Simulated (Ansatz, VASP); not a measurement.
BiN in VASP and in Ansatz

```
CELL_PARAMETERS angstrom
3.84076 0.00000 0.00000
-1.92038 3.32619 0.00000
0.00000 0.00000 5.35307
ATOMIC_POSITIONS crystal
Bi 0.00000 0.00000 0.00000
Bi 0.00000 0.00000 0.50000
N 0.33333 0.66667 0.25000
N 0.66667 0.33333 0.75000
```

Alike in both runs: task relaxation of cell and atoms; functional PBEsol; k mesh 10 × 10 × 6; occupations gaussian, width 0.05 eV; no spin polarisation.

|  | VASP | Ansatz |
| --- | --- | --- |
| version | VASP 6.6.1 | Ansatz 0.2.0 |
| potentials or method | VASP PAW PBE potentials, release 64 (Bi_d, N), cutoff 600 eV | scalar-relativistic, plane waves, PAW |
| valence electrons in the cell | 40 | 40 |

VASP gave:

* relaxed volume (Å³/atom): 16.74
* relaxed cell length with the largest relative difference (Å): 6.348

Estimate Ansatz's values.

relaxed volume (Å³/atom): 16.74; relaxed cell length with the largest relative difference (Å): 6.351.

VASP's potentials were made for PBE, not for PBEsol.

Spin-orbit coupling is off throughout.
